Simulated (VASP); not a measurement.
Input of a VASP 6.6.1 run:

INCAR

```
SYSTEM = WC
PREC = Accurate
ENCUT = 600
EDIFF = 1E-6
ISMEAR = -1
SIGMA = 0.05
LREAL = .FALSE.
LASPH = .TRUE.
NELM = 100
ALGO = Normal
ISIF = 3
LWAVE = .FALSE.
LCHARG = .FALSE.
GGA = RP
IBRION = 2
NSW = 80
EDIFFG = -0.01
```

Contents of KPOINTS:

```
Automatic mesh
0
G
  10 10 9
  0 0 0
```

POSCAR

```
WC
1.0
    2.9065000000      0.0000000000      0.0000000000
   -1.4532500000      2.5171028361      0.0000000000
    0.0000000000      0.0000000000      2.8366000000
W C
1 1
Direct
    0.0000000000      0.0000000000      0.0000000000
    0.6666666667      0.3333333333      0.5000000000
```

Potentials or basis: VASP PAW PBE potentials, release 64 (W_sv, C).

Run with:

```bash
$ cat potpaw_PBE.64/W_sv/POTCAR potpaw_PBE.64/C/POTCAR > POTCAR
$ mpirun -np 1 vasp_std > vasp.out
```

What does it give for the space group after relaxing (to 0.1 Å)?

P-6m2 (No. 187).

Predict the band gap on the k mesh.

zero (bands 9 and 10 overlap by 1.16 eV).

The path:
```
step  energy change (eV)  largest force (eV/Å)  pressure (GPa)  volume (Å³)
   1              0.0000                0.0000           10.97        20.75
   2              0.1081                0.0000          -23.48        22.96
   3             -0.0193                0.0000           -0.29        21.35
   4             -0.0193                0.0000           -0.02        21.33
   5             -0.0193                0.0000            0.16        21.32
   6             -0.0194                0.0000            0.20        21.33
   7             -0.0195                0.0000            0.22        21.33
   8             -0.0195                0.0000           -0.42        21.36
   9             -0.0195                0.0000            0.01        21.34
```

Caveat: the PAW data sets were made with another functional, which shifts forces and pressure a little; spin-orbit coupling is left out, which moves the levels of the heavy elements. Zero-point motion and thermal expansion aren't in these numbers.
